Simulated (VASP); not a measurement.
## TiCo: single point with PBE

The system is TiCo.

```
Co Ti
1.0
     2.98611    0.00000    0.00000
     0.00000    2.98611    0.00000
     0.00000    0.00000    2.98611
Co Ti
1 1
Direct
  0.50000 0.50000 0.50000
  0.00000 0.00000 0.00000
```

- Program: VASP 6.6.1
- Task: single point
- Functional: PBE
- Potentials or basis: VASP PAW PBE potentials, release 64 (Co, Ti_sv)
- Cutoff: 520 eV
- k mesh: 9 × 9 × 9
- Occupations: fermi-dirac, width 0.05 eV
- Spin: collinear spin, ferrimagnetic start
- Starting moments: [2.0, -0.5] μB

* Pressure: -1.1 GPa
* Net moment: 0.79 μB per cell
* Site moments: Co +0.88; Ti -0.03 μB
* Valence electrons inside the program's atomic spheres: Co 8.29; Ti 10.29

Levels at points of the mesh, in eV from the Fermi level:
Spin up:
```tsv
k point	band 7	band 8	band 9	band 10	band 11	band 12	band 13	band 14	band 15	band 16
(0.00, 0.00, 0.00)	-4.16	-1.87	-1.87	-1.87	0.47	0.47	2.65	2.65	2.65	8.91
```
Spin down:
```csv
k point,band 7,band 8,band 9,band 10,band 11,band 12,band 13,band 14
"(0.00, 0.00, 0.00)",-3.55,-1.35,-1.35,-1.35,0.99,0.99,2.74,2.74
```

It took 32 s on 1 thread of AMD EPYC 9R45 96-Core Processor (Zen 5), with other jobs on the host, peak memory 0.13 GiB.
